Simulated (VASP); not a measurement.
Wanted: the native input for a VASP 6.6.1 run.

```yaml
Task: single point
Functional: PBEsol
Potentials_or_basis: VASP PAW PBE potentials, release 64 (Ti_sv)
Cutoff: 500 eV
k_mesh: 6 × 6 × 4
Occupations: gaussian, width 0.1 eV
Spin: no spin polarisation
Dipole_correction: no
Further_INCAR_settings: ALGO = Normal; EDIFF = 1e-06; NBANDS = 19
```

The structure of Ti lies in POSCAR:

```
Ti
1.0
    2.9357319200      0.0000000000      0.0000000000
   -1.4678659600      2.5424184200      0.0000000000
    0.0000000000      0.0000000000      4.6408561500
Ti
2
Direct
    0.3333333300      0.6666666700      0.2500000000
    0.6666666700      0.3333333300      0.7500000000
```

The input as run:

INCAR

```
SYSTEM = Ti
ALGO = Normal
EDIFF = 1E-6
ENCUT = 500
GGA = PS
GGA_COMPAT = .FALSE.
ISIF = 2
ISMEAR = 0
LASPH = .TRUE.
LCHARG = .FALSE.
LREAL = .FALSE.
LWAVE = .FALSE.
NBANDS = 19
NELM = 120
PREC = Accurate
SIGMA = 0.1
```

KPOINTS

```
k-points
0
G
  6 6 4
  0 0 0
```

Potentials or basis: VASP PAW PBE potentials, release 64 (Ti_sv).

The run is started by

```sh
$ cat potpaw_PBE.64/Ti_sv/POTCAR > POTCAR
$ mpirun -np 1 vasp_std > vasp.out
```

It gave:

```
Pressure               : -4.2 GPa
Band gap on the k mesh : zero (bands 12 and 13 overlap by 0.98 eV)
```

Caveat: the k points lie up to 0.41 Å⁻¹ apart, too coarse for converged energies and pressures of a metal; the PAW data sets were made with another functional, which shifts forces and pressure a little.

Run time: 18 s on 1 thread of AMD EPYC 7R43 64-Core Processor (Zen 3), on a shared host, peak memory 0.11 GiB.
